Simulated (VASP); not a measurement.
# Ge (Fm-3m) in VASP: further runs

The runs below take Ge through single point, with PBEsol.

All numbers are computed with VASP 6.6.1; they aren't measurements. Logs are shortened: lines on timing, memory, paths and dates and some standing lists are left out, and cuts for length are marked.

## (1) The cell of the first run

Symmetry: Fm-3m, No. 225, cubic system. The conventional cell has a = 4.143 Å, b = 4.143 Å, c = 4.143 Å, α = 90.00°, β = 90.00°, γ = 90.00°. Within 3.9 Å of Ge (site symmetry m-3m) lie 12 Ge at 2.93 Å.

## (2) Single point, PBEsol (volume scaled by 0.96)

Contents of INCAR:

```
SYSTEM = Ge
ALGO = Normal
EDIFF = 1E-6
ENCUT = 520
GGA = PS
ISIF = 2
ISMEAR = -1
LASPH = .True.
LCHARG = .True.
LELF = .True.
LREAL = .False.
LVHAR = .True.
LWAVE = .False.
NBANDS = 13
NELM = 100
PREC = Accurate
SIGMA = 0.1
```

Contents of KPOINTS:

```
k-points
0
Gamma
  15 15 15
  0 0 0
```

Contents of POSCAR:

```
Ge
1.0
    0.0000000000      2.0713156510      2.0713156510
    2.0713156510      0.0000000000      2.0713156510
    2.0713156510      2.0713156510      0.0000000000
Ge
1
Direct
    0.0000000000      0.0000000000      0.0000000000
```

Potentials or basis: VASP PAW PBE potentials, release 64 (Ge_d).

Launch:

```sh
$ cat potpaw_PBE.64/Ge_d/POTCAR > POTCAR
$ mpirun -np 1 vasp_std > vasp.out
```

OUTCAR:

```text
SYSTEM = Ge
   EDIFF = 1E-6
   ENCUT = 520
   GGA = PS
   ISIF = 2
   ISMEAR = -1
   LASPH = .True.
   LREAL = .False.
   NELM = 100
   PREC = Accurate

 ion  position               nearest neighbor table
   1  0.000  0.000  0.000-

  LATTYP: Found a face centered cubic cell.
 ALAT       =     4.1426313020

  Lattice vectors:

 A1 = (   0.0000000000,   2.0713156510,   2.0713156510)
 A2 = (   2.0713156510,   0.0000000000,   2.0713156510)
 A3 = (   2.0713156510,   2.0713156510,   0.0000000000)

Analysis of symmetry for initial positions (statically):
=====================================================================
 Subroutine PRICEL returns:
 Original cell was already a primitive cell.

 Routine SETGRP: Setting up the symmetry group for a
 face centered cubic supercell.

 Subroutine GETGRP returns: Found 48 space group operations
 (whereof 48 operations were pure point group operations)
 out of a pool of 48 trial point group operations.

The static configuration has the point symmetry O_h .

Analysis of symmetry for dynamics (positions and initial velocities):
=====================================================================
 Subroutine PRICEL returns:
 Original cell was already a primitive cell.

 Routine SETGRP: Setting up the symmetry group for a
 face centered cubic supercell.

 Subroutine GETGRP returns: Found 48 space group operations
 (whereof 48 operations were pure point group operations)
 out of a pool of 48 trial point group operations.

The dynamic configuration has the point symmetry O_h .

 Subroutine INISYM returns: Found 48 space group operations
 (whereof 48 operations are pure point group operations),
 and found     1 'primitive' translations

----------------------------------------------------------------------------------------

                                     Primitive cell

  volume of cell :      17.7733

  direct lattice vectors                    reciprocal lattice vectors
     0.000000000  2.071315651  2.071315651    -0.241392469  0.241392469  0.241392469
     2.071315651  0.000000000  2.071315651     0.241392469 -0.241392469  0.241392469
     2.071315651  2.071315651  0.000000000     0.241392469  0.241392469 -0.241392469

  length of vectors
     2.929282686  2.929282686  2.929282686     0.418104022  0.418104022  0.418104022

  position of ions in fractional coordinates (direct lattice)
     0.000000000  0.000000000  0.000000000

  ion indices of the primitive-cell ions
   primitive index   ion index
                 1           1

[... 75 lines left out ...]
   IBRION =     -1    ionic relax: 0-MD 1-quasi-New 2-CG
   NFREE  =      0    steps in history (QN), initial steepest desc. (CG)
   ISIF   =      2    stress and relaxation
   ISYM   =      2    0-nonsym 1-usesym 2-fastsym
   POTIM  = 0.5000    time-step for ionic-motion
   TEBEG  =    0.0;   TEEND  =   0.0 temperature during run
   PSTRESS=    0.0 pullay stress
   NELECT =      14.0000    total number of electrons
   NUPDOWN=      -1.0000    fix difference up-down
   EMIN   =  10.00;   EMAX   =-10.00  energy-range for DOS
   EFERMI =   0.00;   METHOD = LEGACY
   ISMEAR =    -1;   SIGMA  =   0.10  broadening in eV -4-tet -1-fermi 0-gaus
   EFERMI_NEDOS =   21; number of points for ismear=-14 and -15
   IALGO  =     38    algorithm
   IMIX   =      4    mixing-type and parameters
     AMIX     =   0.40;   BMIX     =  1.00
     AMIX_MAG =   1.60;   BMIX_MAG =  1.00
  volume/ion in A,a.u.               =      17.77       119.94
  Fermi-wavevector in a.u.,A,eV,Ry     =   1.511917  2.857108 31.101454  2.285892
  Thomas-Fermi vector in A             =   2.621910
   LORBIT       =      0    0 simple, 1 ext, 2 COOP (PROOUT), +10 PAW based schemes
   GGA     = PS    functional components
   LHFCALC =     F    Hartree Fock is set to
   AEXX    =    0.0000 exact exchange contribution
   IVDW    =     0    specifies the selected vdW correction
   LEPSILON=     F    determine dielectric tensor
   LRPA    =     F    only Hartree local field effects (RPA)
 non-spin polarized calculation
  energy-cutoff  :      520.00
  volume of cell :       17.77
 maximum number of plane-waves:       531
 NGX is ok and might be reduce to    24
   NGX = 11   NGY = 11   NGZ = 11

 number of electron      13.9999995 magnetization

 Free energy of the ion-electron system (eV)
  ---------------------------------------------------
  ext. energy  EPLUGINS =         0.00000000
  ---------------------------------------------------
  free energy    TOTEN  =        -4.65408985 eV

  energy without entropy =       -4.63847406  energy(sigma->0) =       -4.64628196

 E-fermi :   7.4368     XC(G=0): -11.7389

 val. band max:        7.3288197523   @ k =  -0.2667   0.4667   0.2000
 cond. band min:       7.4375412720   @ k =   0.4667   0.3333   0.1333
 fundamental gap:      0.1087215196
 Fermi energy:         7.4368497540

 k-point     1 :       0.0000    0.0000    0.0000
  band No.  band energies     occupation
      1     -17.3365      2.00000
      2     -17.3365      2.00000
      3     -17.3365      2.00000
      4     -17.2758      2.00000
      5     -17.2758      2.00000
      6      -6.3801      2.00000
      7      16.9020      0.00000
      8      16.9021      0.00000
      9      16.9021      0.00000
     10      21.8103      0.00000
     11      21.8103      0.00000
     12      21.8103      0.00000
     13      22.6532      0.00000
[... 354 lines left out ...]
  band No.  band energies     occupation
      1     -17.3520      2.00000
      2     -17.3074      2.00000
      3     -17.3059      2.00000
      4     -17.2915      2.00000
      5     -17.2614      2.00000
      6      -5.3322      2.00000
      7      12.5242      0.00000
      8      13.9963      0.00000
      9      14.8965      0.00000
     10      18.3246      0.00000
     11      20.5354      0.00000
     12      25.3045      0.00000
     13      25.9685      0.00000

 [... further k-points ...]
[... 5 lines left out ...]
  --------------------------------------------------------------------------------------
  -------------------------------------------------------------------------------------
  Total        0.4066801      0.4066801      0.4066801      0.0000000      0.0000000     -0.0000000
  in kB       36.6601884     36.6601884     36.6601884      0.0000000      0.0000000     -0.0000000
  external PRESSURE =      36.6601884 kB  Pullay stress =       0.0000000 kB

 VOLUME and BASIS-vectors are now :
 -----------------------------------------------------------------------------
  energy-cutoff  :      520.00
  volume of cell :       17.77
      direct lattice vectors                 reciprocal lattice vectors
     0.000000000  2.071315651  2.071315651    -0.241392469  0.241392469  0.241392469
     2.071315651  0.000000000  2.071315651     0.241392469 -0.241392469  0.241392469
     2.071315651  2.071315651  0.000000000     0.241392469  0.241392469 -0.241392469

 POSITION                                       TOTAL-FORCE (eV/Angst)
 -----------------------------------------------------------------------------------
      0.00000      0.00000      0.00000        -0.000000     -0.000000     -0.000000
 -----------------------------------------------------------------------------------
    total drift:                               -0.000000      0.000000      0.000000

  FREE ENERGIE OF THE ION-ELECTRON SYSTEM (eV)
  ---------------------------------------------------
  free  energy   TOTEN  =        -4.6540898526 eV

  energy  without entropy=       -4.6384740611  energy(sigma->0) =       -4.64628196
```

Run time: 7.7 s. Hardware: 1 thread of Intel Xeon 6975P-C (Granite Rapids), shared host; peak memory 0.15 GiB.

Results:

| Property | Result |
| --- | --- |
| Free energy | -4.6541 eV |
| Pressure | 3.7 GPa |
| Band gap on the k mesh | zero (band 7 reaches 16.90 eV, above the bottom of band 8 at 4.84 eV) |

Caveat: the cell differs from its parent crystal (volume scaled by 0.96); the PAW data sets were made with another functional, which shifts forces and pressure a little.

## (3) Single point, PBEsol

This run uses another cell than the first one, of 18.51 Å³/atom, 1.042 times its volume.

Contents of INCAR:

```
SYSTEM = Ge
ALGO     = Normal         ! electronic algorithm
EDIFF    = 1E-7           ! SCF threshold, eV
ENCUT    = 520            ! plane-wave cutoff, eV
GGA      = PS             ! functional
ISIF     = 2              ! what is computed and relaxed
ISMEAR   = -1             ! smearing method
LASPH    = .True.         ! aspherical terms in the spheres
LCHARG   = .True.         ! write CHGCAR
LELF     = .True.         ! ELF
LREAL    = .False.        ! projectors in reciprocal space
LVHAR    = .True.       
LWAVE    = .False.        ! write WAVECAR
NBANDS   = 13             ! bands
NELM     = 100            ! most SCF steps
PREC     = Accurate       ! precision mode
SIGMA    = 0.1            ! smearing width, eV
```

KPOINTS is that of step 2.

Contents of POSCAR:

```
Ge
1.0
    0.0000000000      2.0996933643      2.0996933643
    2.0996933643      0.0000000000      2.0996933643
    2.0996933643      2.0996933643      0.0000000000
Ge
1
Direct
    0.0000000000      0.0000000000      0.0000000000
```

Potentials or basis: VASP PAW PBE potentials, release 64 (Ge_d).

Launch:

```sh
$ cat potpaw_PBE.64/Ge_d/POTCAR > POTCAR
$ mpirun -np 1 vasp_std > vasp.out
```

It took 8.2 s on 1 thread of Intel Xeon 6975P-C (Granite Rapids), shared host; peak memory 0.15 GiB.

Results (log left out):

```
Free energy            : -4.6639 eV
Pressure               : 0.5 GPa
Band gap on the k mesh : zero (band 7 reaches 16.04 eV, above the bottom of band 8 at 4.48 eV)
```

Levels at points of the mesh, in eV from the Fermi level:
```csv
k point,band 4,band 5,band 6,band 7,band 8,band 9,band 10,band 11
"(0.00, 0.00, 0.00)",-24.69,-24.69,-13.45,9.06,9.06,9.06,14.10,14.10
```

Caveat: the PAW data sets were made with another functional, which shifts forces and pressure a little.

## (4) Single point, PBEsol (volume scaled by 1.04)

Contents of INCAR:

```
SYSTEM = Ge
PREC = Accurate ; ENCUT = 520
EDIFF = 1E-7 ; ISMEAR = -1
SIGMA = 0.1 ; LREAL = .False.
LASPH = .True. ; NELM = 100
ALGO = Normal ; ISIF = 2
LWAVE = .False. ; LCHARG = .True.
GGA = PS ; LELF = .True.
LVHAR = .True. ; NBANDS = 13
```

Contents of KPOINTS:

```
regular mesh
0
Gamma
  15 15 15
  0 0 0
```

Contents of POSCAR:

```
Ge
1.0
    0.0000000000      2.1273240772      2.1273240772
    2.1273240772      0.0000000000      2.1273240772
    2.1273240772      2.1273240772      0.0000000000
Ge
1
Direct
    0.0000000000      0.0000000000      0.0000000000
```

Launch:

```sh
$ cat potpaw_PBE.64/Ge_d/POTCAR > POTCAR
$ mpirun -np 1 vasp_std > vasp.out
```

Run time: 7.8 s. Hardware: 1 thread of Intel Xeon 6975P-C (Granite Rapids), shared host; peak memory 0.15 GiB.

It converged, with:

| Item | Value |
| --- | --- |
| Free energy | -4.6600 eV |
| Pressure | -2.2 GPa |
| Band gap on the k mesh | zero (band 7 reaches 15.23 eV, above the bottom of band 8 at 4.18 eV) |

Levels at points of the mesh, in eV from the Fermi level:
```csv
k point,band 3,band 4,band 5,band 6,band 7,band 8,band 9,band 10,band 11,band 12
"(0.00, 0.00, 0.00)",-24.73,-24.68,-24.68,-13.12,8.69,8.69,8.69,13.84,13.84,13.84
```

Caveat: the cell differs from its parent crystal (volume scaled by 1.04); the PAW data sets were made with another functional, which shifts forces and pressure a little.

## (5) Single point, PBEsol (volume scaled by 1.08)

Contents of INCAR:

```
PREC = Accurate
ENCUT = 520
EDIFF = 1E-6
ISMEAR = -1
SIGMA = 0.1
LREAL = False
LASPH = True
NELM = 100
ALGO = Normal
ISIF = 2
LWAVE = False
LCHARG = False
GGA = PS
NBANDS = 13
```

Contents of KPOINTS:

```
Automatic mesh
0
Gamma
  15 15 15
```

Contents of POSCAR:

```
Ge
1.0
    0.0000000000      2.1542550890      2.1542550890
    2.1542550890      0.0000000000      2.1542550890
    2.1542550890      2.1542550890      0.0000000000
Ge
1
Direct
    0.0000000000      0.0000000000      0.0000000000
```

Launch:

```sh
$ cat potpaw_PBE.64/Ge_d/POTCAR > POTCAR
$ mpirun -np 1 vasp_std > vasp.out
```

Run time: 6.9 s. Hardware: 1 thread of Intel Xeon 6975P-C (Granite Rapids), shared host; peak memory 0.15 GiB.

It converged, with:

```
Free energy            : -4.6447 eV
Pressure               : -4.5 GPa
Band gap on the k mesh : zero (band 7 reaches 14.48 eV, above the bottom of band 8 at 3.90 eV)
```

Levels at points of the mesh, in eV from the Fermi level:
```csv
k point,band 5,band 6,band 7,band 8,band 9,band 10
"(0.00, 0.00, 0.00)",-24.68,-12.81,8.33,8.33,8.33,13.60
```

Caveat: the cell differs from its parent crystal (volume scaled by 1.08); the PAW data sets were made with another functional, which shifts forces and pressure a little.

## (6) Single point, PBEsol (volume scaled by 1.12)

Changes to INCAR since step 5:

```diff
@@ -11,4 +11,6 @@
 LWAVE = False
-LCHARG = False
+LCHARG = True
 GGA = PS
+LELF = True
+LVHAR = True
 NBANDS = 13
```

KPOINTS is that of step 5.

Contents of POSCAR:

```
Ge
1.0
    0.0000000000      2.1805290820      2.1805290820
    2.1805290820      0.0000000000      2.1805290820
    2.1805290820      2.1805290820      0.0000000000
Ge
1
Direct
    0.0000000000      0.0000000000      0.0000000000
```

Potentials or basis: VASP PAW PBE potentials, release 64 (Ge_d).

Launch:

```sh
$ cat potpaw_PBE.64/Ge_d/POTCAR > POTCAR
$ mpirun -np 1 vasp_std > vasp.out
```

It took 6.9 s on 1 thread of Intel Xeon 6975P-C (Granite Rapids), shared host; peak memory 0.15 GiB.

Results (log left out):

```
Free energy            : -4.6201 eV
Pressure               : -6.3 GPa
Band gap on the k mesh : zero (band 7 reaches 13.79 eV, above the bottom of band 8 at 3.64 eV)
```

Levels at points of the mesh, in eV from the Fermi level:
```
           k point  band 4  band 5  band 6  band 7  band 8  band 9  band 10  band 11
(0.00, 0.00, 0.00)  -24.69  -24.69  -12.52    8.00    8.00    8.00    13.37    13.37
```

Caveat: the cell differs from its parent crystal (volume scaled by 1.12); the PAW data sets were made with another functional, which shifts forces and pressure a little.

## (7) The runs side by side

```csv
cell,gap on the mesh (eV),pressure (GPa)
"a = 2.929 Å, angles 60.0°, 1 atom",none,3.7
"a = 2.969 Å, angles 60.0°, 1 atom",none,0.5
"a = 3.008 Å, angles 60.0°, 1 atom",none,-2.2
"a = 3.047 Å, angles 60.0°, 1 atom",none,-4.5
"a = 3.084 Å, angles 60.0°, 1 atom",none,-6.3
```

Alike in all rows: task single point; level PBEsol; potentials or basis VASP PAW PBE potentials, release 64 (Ge_d); no spin polarisation; k mesh 15 × 15 × 15; cutoff (eV) 520; smearing fermi-dirac 0.1 eV.

Caveats: the PAW data sets were made with another functional, which shifts forces and pressure a little.

Total energies depend on the potentials used, so only differences within one code and one set of settings carry meaning.
